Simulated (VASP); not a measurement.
**BeSeO4: relaxation of cell and atoms with PBE**

BeSeO4:

```
Be Se O
1.0
     5.31866    0.00000    0.00000
    -2.65933    4.60610    0.00000
     0.00000    0.00000    8.68022
Be Se O
2 2 8
Direct
  0.66667 0.33333 0.07751
  0.33333 0.66667 0.57751
  0.66667 0.33333 0.45245
  0.33333 0.66667 0.95245
  0.66667 0.33333 0.26429
  0.50057 0.00114 0.01488
  0.50057 0.49943 0.01488
  0.99886 0.49943 0.01488
  0.00114 0.50057 0.51488
  0.49943 0.50057 0.51488
  0.49943 0.99886 0.51488
  0.33333 0.66667 0.76429
```

The cell was generated, and may not be a known phase.

```json
{
 "Program": "VASP 6.6.1",
 "Task": "relaxation of cell and atoms",
 "Functional": "PBE",
 "Potentials or basis": "VASP PAW PBE potentials, release 64 (Be, Se, O)",
 "Cutoff": "600 eV",
 "k mesh": "6 × 6 × 4",
 "Occupations": "gaussian, width 0.02 eV",
 "Spin": "no spin polarisation",
 "Dipole correction": "no",
 "Further INCAR settings": "ALGO = Normal; EDIFF = 1e-06; IBRION = 2; EDIFFG = -0.01; NSW = 100; ISIF = 3"
}
```

The relaxed volume is 17.77 Å³/atom, the relaxed cell is a = 5.323 Å, b = 5.323 Å, c = 8.688 Å, α = 90.00°, β = 90.00°, γ = 120.00° and the space group after relaxing (to 0.1 Å) is P6_3mc (No. 186). The energy gained by relaxing is 0.4 meV/atom. The ionic steps are 3, the pressure after relaxing is 0.0 GPa and the largest force after relaxing is 0.004 eV/Å. The band gap on the k mesh is 3.35 eV.

Forces in eV/Å, atoms in the order of the input:
```
Be   0.000  0.000 -0.002
Be   0.000  0.000 -0.002
Se   0.000  0.000 -0.004
Se   0.000  0.000 -0.004
O    0.000  0.000  0.001
O    0.000  0.003  0.001
O    0.003 -0.002  0.001
O   -0.003 -0.002  0.001
O    0.003  0.002  0.001
O   -0.003  0.002  0.001
O    0.000 -0.003  0.001
O    0.000  0.000  0.001
```

The path:
| step | energy change (eV) | largest force (eV/Å) | pressure (GPa) | volume (Å³) |
| --- | --- | --- | --- | --- |
| 1 | 0.0000 | 0.2713 | 0.60 | 212.65 |
| 2 | 0.0263 | 0.6605 | -1.47 | 214.68 |
| 3 | -0.0050 | 0.0040 | -0.02 | 213.22 |

Final structure:
```
Be Se O
1.0
     5.32330    0.00000    0.00000
    -2.66165    4.61011    0.00000
     0.00000    0.00000    8.68834
Be Se O
2 2 8
Direct
  0.66667 0.33333 0.07750
  0.33333 0.66667 0.57750
  0.66667 0.33333 0.45245
  0.33333 0.66667 0.95245
  0.66667 0.33333 0.26387
  0.50094 0.00189 0.01502
  0.50094 0.49906 0.01502
  0.99811 0.49906 0.01502
  0.00189 0.50094 0.51502
  0.49906 0.50094 0.51502
  0.49906 0.99811 0.51502
  0.33333 0.66667 0.76387
```

Levels at points of the mesh, in eV from the valence-band top:
```
           k point  band 30  band 31  band 32  band 33  band 34  band 35
(0.00, 0.00, 0.00)    -0.02     0.00     0.00     3.35     4.14     6.64
(0.50, 0.00, 0.00)    -0.67    -0.43    -0.01     4.31     4.63     7.53
(0.00, 0.00, 0.50)    -0.36     0.00     0.00     3.82     3.82     7.04
(0.50, 0.00, 0.50)    -0.54    -0.25    -0.25     4.40     4.40     7.57
```

Run time: 4.5 min on 1 thread of Intel(R) Xeon(R) 6975P-C (Granite Rapids), on a shared host, peak memory 0.47 GiB.

A k mesh can miss the band edges.
